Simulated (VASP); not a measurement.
Crystal: Si.

```
Si
1.0
    -3.39067    3.39067    1.96009
     3.39067   -3.39067    1.96009
     3.39067    3.39067   -1.96009
Si
4
Direct
  0.82120 0.17880 0.00000
  0.17880 0.82120 0.00000
  0.82120 0.82120 0.64240
  0.17880 0.17880 0.35760
```

Base run:

- Program: VASP 6.6.1
- Functional: PBEsol
- Potentials or basis: VASP PAW PBE potentials, release 64 (Si)
- Cutoff: 520 eV
- k mesh: 8 × 8 × 8
- Occupations: fermi-dirac, width 0.05 eV
- Spin: no spin polarisation

Its results: band gap on the k mesh 0.16 eV (least direct gap 0.34 eV); pressure -4.6 GPa; largest force 0.089 eV/Å.

Question: The run is repeated on the same cell with these changes: functional from PBEsol to r2SCAN. What comes out?

Answer: Band gap on the k mesh 0.48 eV (least direct gap 0.64 eV); pressure -4.7 GPa; largest force 0.077 eV/Å.

Caveats: the cell stands under tension; the PAW data sets were made with another functional, which shifts forces and pressure a little.

A k mesh can miss the band edges.
